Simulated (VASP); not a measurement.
Write the native input for VASP 6.6.1 that does the following.

| Property | Result |
| --- | --- |
| Task | relaxation of cell and atoms |
| Functional | PBE |
| Potentials or basis | VASP PAW PBE potentials, release 64 (Si, W_sv, S, N) |
| Cutoff | 600 eV |
| k mesh | 6 × 6 × 4 |
| Occupations | gaussian, width 0.1 eV |
| Spin | no spin polarisation |
| Dipole correction | no |
| Further INCAR settings | ALGO = Normal; EDIFF = 1e-06; IBRION = 2; EDIFFG = -0.04; NSW = 90; ISIF = 3 |

The structure of SiWSN2 lies in POSCAR:

```
SiWSN2
1.0
    3.5985278309      0.0000000000      0.0000000000
    0.0000000000      3.5985278309      0.0000000000
    0.0000000000      0.0000000000      4.4063871209
Si W S N
1 1 1 2
Direct
    0.0000000000      0.0000000000      0.0000000000
    0.5000000000      0.5000000000      0.5000000000
    0.0000000000      0.0000000000      0.5000000000
    0.5000000000      0.0000000000      0.0000000000
    0.0000000000      0.5000000000      0.0000000000
```

These files were run (other wordings do the same):

INCAR

```
PREC     = Accurate       # precision mode
ENCUT    = 600            # plane-wave cutoff, eV
EDIFF    = 1E-6           # SCF threshold, eV
ISMEAR   = 0              # smearing method
SIGMA    = 0.1            # smearing width, eV
LREAL    = False          # projectors in reciprocal space
LASPH    = True           # aspherical terms in the spheres
NELM     = 100            # most SCF steps
ALGO     = Normal         # electronic algorithm
ISIF     = 3              # what is computed and relaxed
LWAVE    = False          # write WAVECAR
LCHARG   = False          # write CHGCAR
GGA      = PE             # functional
IBRION   = 2              # ionic algorithm
NSW      = 90             # ionic steps
EDIFFG   = -0.04          # ionic threshold
```

KPOINTS

```
regular mesh
0
Gamma
  6 6 4
```

Potentials or basis: VASP PAW PBE potentials, release 64 (Si, W_sv, S, N).

Command:

```console
$ cat potpaw_PBE.64/Si/POTCAR potpaw_PBE.64/W_sv/POTCAR potpaw_PBE.64/S/POTCAR potpaw_PBE.64/N/POTCAR > POTCAR
$ mpirun -np 1 vasp_std > vasp.out
```

Results of the run:

```yaml
Relaxed_volume: 11.52 Å³/atom
Relaxed_cell: a = 3.559 Å, b = 3.559 Å, c = 4.549 Å, α = 90.00°, β = 90.00°, γ = 90.00°
Space_group_after_relaxing_to_0.05_Å: P4/mmm (No. 123)
Energy_gained_by_relaxing: 5.7 meV/atom
Ionic_steps: 5
Pressure_after_relaxing: -0.3 GPa
```

It took 65 s on 1 thread of AMD EPYC 9R45 96-Core Processor (Zen 5), on a shared host, peak memory 0.19 GiB.
